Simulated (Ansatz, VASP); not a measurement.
**One calculation of CsRu, two programs**

```
Cs Ru
1.0
     3.64716    0.00000    0.00000
     0.00000    3.64716    0.00000
     0.00000    0.00000    3.64716
Cs Ru
1 1
Direct
  0.00000 0.00000 0.00000
  0.50000 0.50000 0.50000
```

Alike in both runs: functional PBE; k mesh 16 × 16 × 16; occupations gaussian, width 0.1 eV; no spin polarisation.

Ansatz relaxed the structure, and its values are those at the end. VASP's run is a single point on that final structure, the one shown.

|  | VASP | Ansatz |
| --- | --- | --- |
| version | VASP 6.6.1 | Ansatz 0.2.0 |
| potentials or method | VASP PAW PBE potentials, release 64 (Cs_sv, Ru_sv), cutoff 600 eV | scalar-relativistic, plane waves, PAW |
| valence electrons in the cell | 25 | 25 |

```csv
,VASP,Ansatz,Ansatz less VASP
gap on the k mesh at the Fermi level (eV),none,none,-
pressure (GPa),0.9,0.0,-0.88
```

A gap of «none» marks a metal or a gap that the smearing closes.

Neither program's run includes spin-orbit coupling.
